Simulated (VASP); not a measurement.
Set up this calculation in VASP 6.6.1, as the native input.

- Task: single point
- Functional: r2SCAN
- Potentials or basis: VASP PAW PBE potentials, release 64 (W_sv, Se)
- Cutoff: 520 eV
- k mesh: 12 × 12 × 2
- Occupations: gaussian, width 0.02 eV
- Spin: no spin polarisation
- Dipole correction: no
- Further INCAR settings: ALGO = Normal; EDIFF = 1e-07; NBANDS = 35

Crystal: WSe2.

```
W Se
1.0
     3.38142    0.00000    0.00000
    -1.69071    2.92839    0.00000
     0.00000    0.00000   14.00349
W Se
2 4
Direct
  0.66667 0.33333 0.75000
  0.33333 0.66667 0.25000
  0.33333 0.66667 0.86710
  0.66667 0.33333 0.36710
  0.33333 0.66667 0.63290
  0.66667 0.33333 0.13290
```

These files were run (other wordings do the same):

POSCAR

```
WSe2
1.0
    3.3814179488      0.0000000000      0.0000000000
   -1.6907089744      2.9283938445      0.0000000000
    0.0000000000      0.0000000000     14.0034944995
W Se
2 4
Direct
    0.6666666667      0.3333333333      0.7500000000
    0.3333333333      0.6666666667      0.2500000000
    0.3333333333      0.6666666667      0.8670977078
    0.6666666667      0.3333333333      0.3670977078
    0.3333333333      0.6666666667      0.6329022922
    0.6666666667      0.3333333333      0.1329022922
```

INCAR.step1

```
SYSTEM = WSe2
PREC = Accurate
ENCUT = 520
ISMEAR = 0
SIGMA = 0.02
LREAL = .FALSE.
LASPH = .TRUE.
NELM = 60
NBANDS = 35
GGA = PE
ALGO = Normal
EDIFF = 1E-4
LWAVE = .TRUE.
LCHARG = .FALSE.
```

INCAR.step2

```
SYSTEM = WSe2
PREC = Accurate
ENCUT = 520
EDIFF = 1E-7
ISMEAR = 0
SIGMA = 0.02
LREAL = .FALSE.
LASPH = .TRUE.
NELM = 60
ALGO = Normal
ISIF = 2
LWAVE = .FALSE.
LCHARG = .TRUE.
METAGGA = R2SCAN
LMIXTAU = .TRUE.
LELF = .TRUE.
LVHAR = .TRUE.
NBANDS = 35
ISTART = 1
```

KPOINTS

```
Automatic mesh
0
G
  12 12 2
  0 0 0
```

Potentials or basis: VASP PAW PBE potentials, release 64 (W_sv, Se).

The run is started by

```sh
$ cat potpaw_PBE.64/W_sv/POTCAR potpaw_PBE.64/Se/POTCAR > POTCAR
$ cp INCAR.step1 INCAR
$ mpirun -np 1 vasp_std > vasp.out
$ cp INCAR.step2 INCAR
$ mpirun -np 1 vasp_std > vasp.out
```

Results of the run:

```json
{
 "Pressure": "-2.7 GPa",
 "Largest force": "0.040 eV/Å",
 "Band gap on the k mesh": "1.07 eV, indirect (least direct gap 1.37 eV)"
}
```

Caveat: the PAW data sets were made with another functional, which shifts forces and pressure a little; spin-orbit coupling is left out, which moves the levels of the heavy elements.

Wall time 8.7 min on 1 thread of Intel(R) Xeon(R) 6975P-C (Granite Rapids), on a shared host, peak memory 0.4 GiB.
